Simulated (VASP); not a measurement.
Wanted: the native input for a VASP 6.6.1 run.

- Task: single point
- Functional: PBE
- Potentials or basis: VASP PAW PBE potentials, release 64 (Si)
- Cutoff: 500 eV
- k mesh: 17 × 17 × 17
- Occupations: fermi-dirac, width 0.15 eV
- Spin: no spin polarisation
- Dipole correction: no
- Further INCAR settings: ALGO = Normal; EDIFF = 1e-06; NBANDS = 8

The structure of Si lies in POSCAR:

```
Si
1.0
   -1.1355496630      1.1355496630      1.1355496630
    1.1355496630     -1.1355496630      1.1355496630
    1.1355496630      1.1355496630     -1.1355496630
Si
1
Direct
    0.0000000000      0.0000000000      0.0000000000
```

One way to write it, as run:

INCAR

```
SYSTEM = Si
ALGO = Normal ; EDIFF = 1E-6
ENCUT = 500 ; GGA = PE
GGA_COMPAT = .False. ; ISIF = 2
ISMEAR = -1 ; LASPH = .True.
LCHARG = .False. ; LREAL = .False.
LWAVE = .False. ; NBANDS = 8
NELM = 120 ; PREC = Accurate
SIGMA = 0.15
```

KPOINTS

```
k-points
0
Gamma
  17 17 17
  0 0 0
```

Potentials or basis: VASP PAW PBE potentials, release 64 (Si).

Command:

```bash
$ cat potpaw_PBE.64/Si/POTCAR > POTCAR
$ mpirun -np 1 vasp_std > vasp.out
```

It gave:

```
Pressure               : 562.2 GPa
Band gap on the k mesh : zero (band 2 reaches 44.70 eV, above the bottom of band 3 at 20.23 eV)
```

It took 1.8 s on 1 thread of Intel(R) Xeon(R) 6975P-C (Granite Rapids), with other jobs on the host, peak memory 0.1 GiB.
